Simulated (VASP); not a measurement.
Input of a VASP 6.6.1 run:

Contents of POSCAR:

```
GaN
1.0
    0.0000000000      2.3661756379      2.3098381227
    2.3661756379      0.0000000000      2.3098381227
    2.3661756379      2.3661756379      0.0000000000
Ga N
1 1
Direct
    0.0000000000      0.0000000000      0.0000000000
    0.7500000000      0.7500000000      0.7500000000
```

INCAR.step1

```
PREC = Accurate
ENCUT = 520
ISMEAR = 0
SIGMA = 0.05
LREAL = False
LASPH = True
NELM = 100
NBANDS = 16
GGA = PE
ALGO = Normal
EDIFF = 1E-4
LWAVE = True
LCHARG = False
```

Contents of INCAR.step2:

```
PREC = Accurate
ENCUT = 520
EDIFF = 1E-7
ISMEAR = 0
SIGMA = 0.05
LREAL = False
LASPH = True
NELM = 100
ALGO = Normal
ISIF = 2
LWAVE = False
LCHARG = True
METAGGA = R2SCAN
LMIXTAU = True
LELF = True
LVHAR = True
NBANDS = 16
ISTART = 1
```

KPOINTS

```
Automatic mesh
0
Gamma
  10 10 10
```

Potentials or basis: VASP PAW PBE potentials, release 64 (Ga_d, N).

Launch:

```bash
$ cat potpaw_PBE.64/Ga_d/POTCAR potpaw_PBE.64/N/POTCAR > POTCAR
$ cp INCAR.step1 INCAR
$ mpirun -np 1 vasp_std > vasp.out
$ cp INCAR.step2 INCAR
$ mpirun -np 1 vasp_std > vasp.out
```

(1) What does it give for the band gap on the k mesh?

(2) What does it give for the pressure?

Answers

(1) 1.24 eV.

(2) -18.4 GPa.

Caveat: the cell differs from its parent crystal (strain +0.050 along x and y, +0.025 along z); the cell stands under tension; the PAW data sets were made with another functional, which shifts forces and pressure a little.
